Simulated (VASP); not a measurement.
Set up this calculation in VASP 6.6.1, as the native input.

- Task: single point
- Functional: PBE
- Potentials or basis: VASP PAW PBE potentials, release 64 (C, Cl, H)
- Cutoff: 520 eV
- k mesh: 1 × 1 × 1
- Occupations: fermi-dirac, width 0.02 eV
- Spin: no spin polarisation
- Dipole correction: no
- Further INCAR settings: LREAL = Auto; ALGO = Normal; EDIFF = 1e-06; NBANDS = 63

The structure of H3CCl lies in POSCAR:

```
H3CCl
1.0
    8.9528400000      0.0000000000      0.0000000000
    0.0000000000      8.9528400000      0.0000000000
    0.0000000000      0.0000000000      8.9528400000
C Cl H
6 6 18
Direct
    0.1163318009      0.5992065088      0.1116628913
    0.6332515716      0.1529905594      1.0310136225
    0.1814396326      0.4612279455      0.5034045063
    1.0065744501      1.0442049674      0.6448568276
    0.4253845707      0.8796650002      0.7888893357
    0.7941725754      0.6072933282      0.7760442496
    0.1509465153      0.4014927107      0.1305284133
    0.6773046318      0.1708396442      1.2279343761
    0.1557047819      0.4517449212      0.7112379982
    0.9388529226      1.0149516801      0.4548500811
    0.3379597982      0.9652132731      0.9452307871
    0.7403460801      0.6580481724      0.9585338284
    0.0219818516      0.6145089156      0.0381443207
    0.1209225229      0.6433154172      0.2284526474
    0.2255820499      0.6355413478      0.0708937052
    0.5981342233      0.2615706301      1.0090876191
    0.7399551427      0.1397210271      0.9685083169
    0.5672501687      0.0495932017      1.0375925405
    0.2893942034      0.5017737388      0.4952394994
    0.1624847534      0.3410426189      0.4764186560
    0.1039223308      0.5464522989      0.4586589283
    1.1131886642      0.9839559291      0.6726022134
    1.0246357580      1.1590735454      0.6591763061
    0.9211490432      1.0168616886      0.7349399744
    0.3599751587      0.7949656198      0.7503875865
    0.4487291184      0.9584221320      0.6979908052
    0.5275979466      0.8295915039      0.8373432341
    0.9293698983      0.6107670862      0.7856166311
    0.7612779855      0.4939103123      0.7589658700
    0.7612668159      0.6828112644      0.6903284321
```

These files were run (other wordings do the same):

INCAR

```
SYSTEM = H3CCl
PREC = Accurate ; ENCUT = 520
EDIFF = 1E-6 ; ISMEAR = -1
SIGMA = 0.02 ; LREAL = Auto
LASPH = .True. ; NELM = 80
ALGO = Normal ; ISIF = 2
LWAVE = .False. ; LCHARG = .False.
GGA = PE ; NBANDS = 63
```

KPOINTS

```
Automatic mesh
0
Gamma
  1 1 1
  0 0 0
```

Potentials or basis: VASP PAW PBE potentials, release 64 (C, Cl, H).

Launch:

```console
$ cat potpaw_PBE.64/C/POTCAR potpaw_PBE.64/Cl/POTCAR potpaw_PBE.64/H/POTCAR > POTCAR
$ mpirun -np 1 vasp_gam > vasp.out
```

It gave:

```yaml
Pressure: 0.3 GPa
Largest_force: 4.210 eV/Å
Band_gap_on_the_k_mesh: 4.89 eV
```

Caveat: the k points lie up to 0.70 Å⁻¹ apart.

Run time: 65 s on 1 thread of Intel(R) Xeon(R) 6975P-C (Granite Rapids), with other jobs on the host, peak memory 0.63 GiB.
